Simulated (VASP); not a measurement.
# TePb in VASP: a series of runs

TePb is run at these levels: PBEsol; tasks: single point, relaxation of the atoms.

Program: VASP 6.6.1. These are calculated values, not measurements. Logs are shortened: lines on timing, memory, paths and dates and some standing lists are left out, and cuts for length are marked.

## Step 1: The cell of the first run

Symmetry: R3m, No. 160, trigonal system. Conventional cell: a = 4.556 Å, b = 4.556 Å, c = 11.159 Å, α = 90.00°, β = 90.00°, γ = 120.00°. Te (site symmetry 3m) has 6 Pb at 3.21 to 3.23 Å within 4.2 Å. Within 4.2 Å of Pb (site symmetry 3m) lie 6 Te at 3.21 to 3.23 Å.

## Step 2: Single point, PBEsol (0.01, 0.01] A)

INCAR reads:

```
PREC = Accurate
ENCUT = 520
EDIFF = 1E-6
ISMEAR = 0
SIGMA = 0.01
LREAL = False
LASPH = True
NELM = 80
ALGO = Normal
ISIF = 2
LWAVE = False
LCHARG = False
GGA = PS
NBANDS = 17
```

KPOINTS reads:

```
regular mesh
0
Gamma
  6 6 6
```

POSCAR reads:

```
TePb
1.0
    0.0000000000      3.2213337944      3.2213337944
    3.2213337944      0.0000000000      3.2213337944
    3.2213337944      3.2213337944      0.0000000000
Te Pb
1 1
Direct
    0.5015521521      0.5015521521      0.5015521521
    0.0000000000      0.0000000000      0.0000000000
```

Potentials or basis: VASP PAW PBE potentials, release 64 (Te, Pb_d).

Command:

```
$ cat potpaw_PBE.64/Te/POTCAR potpaw_PBE.64/Pb_d/POTCAR > POTCAR
$ mpirun -np 1 vasp_std > vasp.out
```

OUTCAR:

```text
PREC = Accurate
   ENCUT = 520
   EDIFF = 1E-6
   ISMEAR = 0
   LREAL = False
   LASPH = True
   NELM = 80
   ISIF = 2
   GGA = PS

 ion  position               nearest neighbor table
   1  0.502  0.502  0.502-   2 3.21   2 3.21   2 3.21   2 3.23   2 3.23   2 3.23
   2  0.000  0.000  0.000-   1 3.21   1 3.21   1 3.21   1 3.23   1 3.23   1 3.23

  LATTYP: Found a face centered cubic cell.
 ALAT       =     6.4426675888

  Lattice vectors:

 A1 = (   0.0000000000,   3.2213337944,   3.2213337944)
 A2 = (   3.2213337944,   0.0000000000,   3.2213337944)
 A3 = (   3.2213337944,   3.2213337944,   0.0000000000)

Analysis of symmetry for initial positions (statically):
=====================================================================
 Subroutine PRICEL returns:
 Original cell was already a primitive cell.

 Routine SETGRP: Setting up the symmetry group for a
 face centered cubic supercell.

 Subroutine GETGRP returns: Found  6 space group operations
 (whereof  6 operations were pure point group operations)
 out of a pool of 48 trial point group operations.

The static configuration has the point symmetry C_3v.

Analysis of symmetry for dynamics (positions and initial velocities):
=====================================================================
 Subroutine PRICEL returns:
 Original cell was already a primitive cell.

 Routine SETGRP: Setting up the symmetry group for a
 face centered cubic supercell.

 Subroutine GETGRP returns: Found  6 space group operations
 (whereof  6 operations were pure point group operations)
 out of a pool of 48 trial point group operations.

The dynamic configuration has the point symmetry C_3v.

 Subroutine INISYM returns: Found  6 space group operations
 (whereof  6 operations are pure point group operations),
 and found     1 'primitive' translations

----------------------------------------------------------------------------------------

                                     Primitive cell

  volume of cell :      66.8555

  direct lattice vectors                    reciprocal lattice vectors
     0.000000000  3.221333794  3.221333794    -0.155215210  0.155215210  0.155215210
     3.221333794  0.000000000  3.221333794     0.155215210 -0.155215210  0.155215210
     3.221333794  3.221333794  0.000000000     0.155215210  0.155215210 -0.155215210

  length of vectors
     4.555653941  4.555653941  4.555653941     0.268840629  0.268840629  0.268840629

  position of ions in fractional coordinates (direct lattice)
     0.501552152  0.501552152  0.501552152
     0.000000000  0.000000000  0.000000000

  ion indices of the primitive-cell ions
   primitive index   ion index
                 1           1
                 2           2

----------------------------------------------------------------------------------------

 KPOINTS: regular mesh

Automatic generation of k-mesh.
 Grid dimensions read from file:
 generate k-points for:    6    6    6

 Generating k-lattice:

  Cartesian coordinates                     Fractional coordinates (reciprocal lattice)
    -0.025869202  0.025869202  0.025869202     0.166666667  0.000000000  0.000000000
     0.025869202 -0.025869202  0.025869202     0.000000000  0.166666667  0.000000000
     0.025869202  0.025869202 -0.025869202     0.000000000  0.000000000  0.166666667

  Length of vectors
     0.044806772  0.044806772  0.044806772

  Shift w.r.t. Gamma in fractional coordinates (k-lattice)
     0.000000000  0.000000000  0.000000000

 Subroutine IBZKPT returns following result:
 ===========================================

 Found     32 irreducible k-points:

 Following reciprocal coordinates:
            Coordinates               Weight
  0.000000  0.000000  0.000000      1.000000
  0.166667  0.000000  0.000000      6.000000
  0.166667  0.166667  0.166667      2.000000
  0.333333  0.000000  0.000000      6.000000
  0.333333  0.333333  0.333333      2.000000
  0.500000  0.000000  0.000000      3.000000
[... 16 lines left out ...]
  0.500000  0.166667  0.500000      6.000000
 -0.333333  0.333333  0.000000      6.000000
 [... further k-points ...]
   k-points           NKPTS =     32   k-points in BZ     NKDIM =     32   number of bands    NBANDS=     17
   number of dos      NEDOS =    301   number of ions     NIONS =      2
   total plane-waves  NPLWV =  46656
   dimension x,y,z NGX =    36 NGY =   36 NGZ =   36
   dimension x,y,z NGXF=    72 NGYF=   72 NGZF=   72
   ions per type =               1   1
   NGX,Y,Z   is equivalent  to a cutoff of  13.14, 13.14, 13.14 a.u.
   NGXF,Y,Z  is equivalent  to a cutoff of  26.27, 26.27, 26.27 a.u.
 SYSTEM =  unknown system
   PREC   = accura    normal or accurate (medium, high low for compatibility)
   ISTART =      0    job   : 0-new  1-cont  2-samecut
   ICHARG =      2    charge: 1-file 2-atom 10-const
   ISPIN  =      1    spin polarized calculation?
   LNONCOLLINEAR =      F non collinear calculations
   LSORBIT =      F    spin-orbit coupling
   LASPH  =      T    aspherical Exc in radial PAW
   ENCUT  =  520.0 eV  38.22 Ry    6.18 a.u.   8.47  8.47  8.47*2*pi/ulx,y,z
   NELM   =     80;   NELMIN=  2; NELMDL= -5     # of ELM steps
   EDIFF  = 0.1E-05   stopping-criterion for ELM
   LREAL  =      F    real-space projection
   EDIFFG = 0.1E-04   stopping-criterion for IOM
   NSW    =      0    number of steps for IOM
   IBRION =     -1    ionic relax: 0-MD 1-quasi-New 2-CG
   NFREE  =      0    steps in history (QN), initial steepest desc. (CG)
   ISIF   =      2    stress and relaxation
   ISYM   =      2    0-nonsym 1-usesym 2-fastsym
   POTIM  = 0.5000    time-step for ionic-motion
   TEBEG  =    0.0;   TEEND  =   0.0 temperature during run
   PSTRESS=    0.0 pullay stress
   NELECT =      20.0000    total number of electrons
   NUPDOWN=      -1.0000    fix difference up-down
   EMIN   =  10.00;   EMAX   =-10.00  energy-range for DOS
   EFERMI =   0.00;   METHOD = LEGACY
   ISMEAR =     0;   SIGMA  =   0.01  broadening in eV -4-tet -1-fermi 0-gaus
   EFERMI_NEDOS =   21; number of points for ismear=-14 and -15
   IALGO  =     38    algorithm
   IMIX   =      4    mixing-type and parameters
     AMIX     =   0.40;   BMIX     =  1.00
     AMIX_MAG =   1.60;   BMIX_MAG =  1.00
  volume/ion in A,a.u.               =      33.43       225.58
  Fermi-wavevector in a.u.,A,eV,Ry     =   1.094895  2.069051 16.310594  1.198795
  Thomas-Fermi vector in A             =   2.231208
   LORBIT       =      0    0 simple, 1 ext, 2 COOP (PROOUT), +10 PAW based schemes
   GGA     = PS    functional components
   LHFCALC =     F    Hartree Fock is set to
   AEXX    =    0.0000 exact exchange contribution
   IVDW    =     0    specifies the selected vdW correction
   LEPSILON=     F    determine dielectric tensor
   LRPA    =     F    only Hartree local field effects (RPA)
 non-spin polarized calculation
 Gauss-broadening in eV      SIGMA  =   0.01
  energy-cutoff  :      520.00
  volume of cell :       66.86
 maximum number of plane-waves:      1820
 NGX is ok and might be reduce to    36
   NGX = 17   NGY = 17   NGZ = 17

 number of electron      20.0000002 magnetization

 Free energy of the ion-electron system (eV)
  ---------------------------------------------------
  ext. energy  EPLUGINS =         0.00000000
  ---------------------------------------------------
  free energy    TOTEN  =        -8.26000996 eV

  energy without entropy =       -8.26000996  energy(sigma->0) =       -8.26000996

 E-fermi :   5.6240     XC(G=0):  -9.5109

 val. band max:        5.5769375325   @ k =   0.5000   0.0000   0.0000
 cond. band min:       6.2271031321   @ k =   0.5000   0.0000   0.0000
 fundamental gap:      0.6501655996
 Fermi energy:         5.6239664906

 k-point     1 :       0.0000    0.0000    0.0000
  band No.  band energies     occupation
      1     -11.0683      2.00000
      2     -11.0683      2.00000
      3     -11.0566      2.00000
      4     -11.0566      2.00000
      5     -11.0566      2.00000
      6      -6.5329      2.00000
[... 9 lines left out ...]
     16      11.3158      0.00000
     17      12.7782      0.00000

 k-point     2 :       0.1667    0.0000    0.0000
  band No.  band energies     occupation
      1     -11.0718      2.00000
      2     -11.0717      2.00000
      3     -11.0559      2.00000
      4     -11.0526      2.00000
      5     -11.0525      2.00000
      6      -6.2927      2.00000
[... 9 lines left out ...]
     16      11.8276      0.00000
     17      14.4838      0.00000

 k-point     3 :       0.1667    0.1667    0.1667
  band No.  band energies     occupation
      1     -11.0717      2.00000
      2     -11.0717      2.00000
      3     -11.0559      2.00000
      4     -11.0525      2.00000
      5     -11.0525      2.00000
      6      -6.2928      2.00000
[... 9 lines left out ...]
     16      11.8274      0.00000
     17      14.4834      0.00000

 k-point     4 :       0.3333    0.0000    0.0000
  band No.  band energies     occupation
      1     -11.0799      2.00000
      2     -11.0799      2.00000
      3     -11.0548      2.00000
      4     -11.0431      2.00000
      5     -11.0431      2.00000
      6      -5.6354      2.00000
[... 9 lines left out ...]
     16      13.2003      0.00000
     17      16.5412      0.00000
[... 343 lines left out ...]
      1     -11.1218      2.00000
      2     -11.0626      2.00000
      3     -11.0621      2.00000
      4     -11.0342      2.00000
      5     -11.0320      2.00000
      6      -4.8937      2.00000
[... 9 lines left out ...]
     16      15.5950      0.00000
     17      16.4764      0.00000

 k-point    23 :       0.5000    0.1667    0.5000
  band No.  band energies     occupation
      1     -11.1218      2.00000
      2     -11.0626      2.00000
      3     -11.0621      2.00000
      4     -11.0342      2.00000
      5     -11.0320      2.00000
      6      -4.8939      2.00000
[... 9 lines left out ...]
     16      15.5952      0.00000
     17      16.4555      0.00000

 k-point    24 :      -0.3333    0.3333    0.0000
  band No.  band energies     occupation
      1     -11.1081      2.00000
      2     -11.0724      2.00000
      3     -11.0519      2.00000
      4     -11.0411      2.00000
      5     -11.0355      2.00000
      6      -4.7616      2.00000
[... 9 lines left out ...]
     16      13.9000      0.00000
     17      15.8987      0.00000

 [... further k-points ...]

------------------------ aborting loop because EDIFF is reached ----------------------------------------

  FORCE on cell =-STRESS in cart. coord.  units (eV):
  Direction    XX          YY          ZZ          XY          YZ          ZX
  --------------------------------------------------------------------------------------
  -------------------------------------------------------------------------------------
  Total       -0.0071971     -0.0071971     -0.0071971      0.0003432      0.0003432      0.0003432
  in kB       -0.1724777     -0.1724777     -0.1724777      0.0082258      0.0082258      0.0082258
  external PRESSURE =      -0.1724777 kB  Pullay stress =       0.0000000 kB

 VOLUME and BASIS-vectors are now :
 -----------------------------------------------------------------------------
  energy-cutoff  :      520.00
  volume of cell :       66.86
      direct lattice vectors                 reciprocal lattice vectors
     0.000000000  3.221333794  3.221333794    -0.155215210  0.155215210  0.155215210
     3.221333794  0.000000000  3.221333794     0.155215210 -0.155215210  0.155215210
     3.221333794  3.221333794  0.000000000     0.155215210  0.155215210 -0.155215210

 POSITION                                       TOTAL-FORCE (eV/Angst)
 -----------------------------------------------------------------------------------
      3.23133      3.23133      3.23133        -0.003404     -0.003404     -0.003404
      0.00000      0.00000      0.00000         0.003404      0.003404      0.003404
 -----------------------------------------------------------------------------------
    total drift:                                0.000006      0.000006      0.000006

  FREE ENERGIE OF THE ION-ELECTRON SYSTEM (eV)
  ---------------------------------------------------
  free  energy   TOTEN  =        -8.2600099583 eV

  energy  without entropy=       -8.2600099583  energy(sigma->0) =       -8.26000996
```

Wall time 58 s (1 thread of Intel Xeon 8259CL, shared host); peak memory 0.22 GiB.

Results:

- Free energy: -8.2600 eV
- Pressure: 0.0 GPa
- Largest force: 0.006 eV/Å
- Band gap on the k mesh: 0.65 eV

Forces in eV/Å, atoms in the order of the input:
```
Te  -0.003 -0.003 -0.003
Pb   0.003  0.003  0.003
```

Caveat: the cell differs from its parent crystal (0.01, 0.01] A); the PAW data sets were made with another functional, which shifts forces and pressure a little; spin-orbit coupling is left out, which moves the levels of the heavy elements.

## Step 3: Single point, PBEsol (-0.01, -0.01] A)

INCAR reads:

```
ALGO = Normal ; EDIFF = 1E-7
ENCUT = 520 ; GGA = PS
ISIF = 2 ; ISMEAR = 0
LASPH = T ; LCHARG = F
LREAL = F ; LWAVE = F
NBANDS = 17 ; NELM = 80
PREC = Accurate ; SIGMA = 0.01
```

KPOINTS reads:

```
k-points
0
Gamma
  6 6 6
```

POSCAR, as its differences from that of step 2:

```diff
@@ -8,3 +8,3 @@
 Direct
-    0.5015521521      0.5015521521      0.5015521521
+    0.4984478479      0.4984478479      0.4984478479
     0.0000000000      0.0000000000      0.0000000000
```

Potentials or basis: VASP PAW PBE potentials, release 64 (Te, Pb_d).

Command:

```
$ cat potpaw_PBE.64/Te/POTCAR potpaw_PBE.64/Pb_d/POTCAR > POTCAR
$ mpirun -np 1 vasp_std > vasp.out
```

It took 49 s on 1 thread of Intel Xeon 8259CL, shared host; peak memory 0.22 GiB.

Results (log left out):

```yaml
Free_energy: -8.2600 eV
Pressure: 0.0 GPa
Largest_force: 0.006 eV/Å
Band_gap_on_the_k_mesh: 0.65 eV
```

Forces in eV/Å, atoms in the order of the input:
```
Te   0.003  0.003  0.003
Pb  -0.003 -0.003 -0.003
```

Levels at points of the mesh, in eV from the valence-band top:
```
           k point  band 7  band 8  band 9  band 10  band 11  band 12  band 13  band 14
(0.00, 0.00, 0.00)   -5.59   -1.37   -1.37    -1.37     4.06     4.07     4.07     5.74
(0.50, 0.00, 0.00)   -8.65   -0.90   -0.90     0.00     0.65     1.22     1.22     8.30
(0.50, 0.50, 0.50)   -8.65   -0.90   -0.90     0.00     0.65     1.22     1.22     8.30
(0.50, 0.50, 0.00)   -7.32   -4.59   -2.86    -2.86     3.17     5.49     5.50     6.73
```

Caveat: the cell differs from its parent crystal (-0.01, -0.01] A); the PAW data sets were made with another functional, which shifts forces and pressure a little; spin-orbit coupling is left out, which moves the levels of the heavy elements. A k mesh can miss the band edges.

## Step 4: Single point, PBEsol

INCAR reads:

```
SYSTEM = TePb
PREC = Accurate ; ENCUT = 520
EDIFF = 1E-6 ; ISMEAR = -1
SIGMA = 0.1 ; LREAL = .False.
LASPH = .True. ; NELM = 100
ALGO = Normal ; ISIF = 2
LWAVE = .False. ; LCHARG = .True.
GGA = PS ; LELF = .True.
LVHAR = .True. ; NBANDS = 17
```

KPOINTS reads:

```
Automatic mesh
0
Gamma
  10 10 10
  0 0 0
```

POSCAR, as its differences from that of step 3:

```diff
@@ -8,3 +8,3 @@
 Direct
-    0.4984478479      0.4984478479      0.4984478479
+    0.5000000000      0.5000000000      0.5000000000
     0.0000000000      0.0000000000      0.0000000000
```

Potentials or basis: VASP PAW PBE potentials, release 64 (Te, Pb_d).

Command:

```
$ cat potpaw_PBE.64/Te/POTCAR potpaw_PBE.64/Pb_d/POTCAR > POTCAR
$ mpirun -np 1 vasp_std > vasp.out
```

OUTCAR:

```text
SYSTEM = TePb
   PREC = Accurate
   ENCUT = 520
   EDIFF = 1E-6
   ISMEAR = -1
   LREAL = .False.
   LASPH = .True.
   NELM = 100
   ISIF = 2
   GGA = PS

 ion  position               nearest neighbor table
   1  0.500  0.500  0.500-   2 3.22   2 3.22   2 3.22   2 3.22   2 3.22   2 3.22
   2  0.000  0.000  0.000-   1 3.22   1 3.22   1 3.22   1 3.22   1 3.22   1 3.22

  LATTYP: Found a face centered cubic cell.
 ALAT       =     6.4426675888

  Lattice vectors:

[... 191 lines left out ...]
      5     -11.0544      2.00000
      6      -6.5328      2.00000
[... 457 lines left out ...]
      4     -11.0338      2.00000
      5     -11.0327      2.00000
      6      -5.2500      2.00000
[... 9 lines left out ...]
     16      15.2407      0.00000
     17      15.7581      0.00000

 [... further k-points ...]
[... 5 lines left out ...]
  --------------------------------------------------------------------------------------
  -------------------------------------------------------------------------------------
  Total       -0.0149527     -0.0149527     -0.0149527      0.0000000      0.0000000      0.0000000
  in kB       -0.3583386     -0.3583386     -0.3583386      0.0000000      0.0000000      0.0000000
  external PRESSURE =      -0.3583386 kB  Pullay stress =       0.0000000 kB

 VOLUME and BASIS-vectors are now :
 -----------------------------------------------------------------------------
  energy-cutoff  :      520.00
  volume of cell :       66.86
      direct lattice vectors                 reciprocal lattice vectors
     0.000000000  3.221333794  3.221333794    -0.155215210  0.155215210  0.155215210
     3.221333794  0.000000000  3.221333794     0.155215210 -0.155215210  0.155215210
     3.221333794  3.221333794  0.000000000     0.155215210  0.155215210 -0.155215210

 POSITION                                       TOTAL-FORCE (eV/Angst)
 -----------------------------------------------------------------------------------
      3.22133      3.22133      3.22133         0.000000      0.000000      0.000000
      0.00000      0.00000      0.00000        -0.000000      0.000000     -0.000000
 -----------------------------------------------------------------------------------
    total drift:                               -0.000000      0.000000      0.000000

  FREE ENERGIE OF THE ION-ELECTRON SYSTEM (eV)
  ---------------------------------------------------
  free  energy   TOTEN  =        -8.2593808450 eV

  energy  without entropy=       -8.2585941027  energy(sigma->0) =       -8.25898747
```

It took 79 s on 1 thread of Intel Xeon 8259CL, shared host; peak memory 0.23 GiB.

What came out:

```
Free energy            : -8.2594 eV
Pressure               : 0.0 GPa
Band gap on the k mesh : 0.65 eV
```

Caveat: the PAW data sets were made with another functional, which shifts forces and pressure a little; spin-orbit coupling is left out, which moves the levels of the heavy elements.

(Continued in part 2 of 2.)
